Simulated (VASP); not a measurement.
Runs of VASP 6.6.1 on Ir. The structure is that of space group Im-3m (No. 229), or close to it. The cells are those of the table. 

| task | cell | k mesh | cutoff (eV) | gap on the mesh (eV) | pressure (GPa) |
| --- | --- | --- | --- | --- | --- |
| single point | a = 2.674 Å, angles 109.5°, 1 atom | 16 × 16 × 16 | 520 | none | 2.4 |
| single point | a = 2.777 Å, angles 109.5°, 1 atom | 16 × 16 × 16 | 520 | none | (a) |
| single point | a = 2.744 Å, angles 109.5°, 1 atom | 16 × 16 × 16 | 520 | none | -19.4 |
| single point | a = 2.674 Å, angles 109.5°, 1 atom | 14 × 14 × 14 | 520 | none | 2.3 |
| relaxation of cell and atoms | relaxed from a = 2.639 Å, angles 109.5°, 1 atom | 14 × 14 × 14 | 600 | none | -0.1 |

Alike in all rows: level r2SCAN; potentials or basis VASP PAW PBE potentials, release 64 (Ir); no spin polarisation; smearing fermi-dirac 0.1 eV.

Problem. Fill in the values left out.

Solution. (a) -26.8.

Caveats: the PAW data sets were made with another functional, which shifts forces and pressure a little; spin-orbit coupling is left out, which moves the levels of the heavy elements.

A k mesh can miss the band edges, and the runs leave out spin-orbit coupling on Ir.

A gap of «none» marks levels without a gap at the run's occupations.
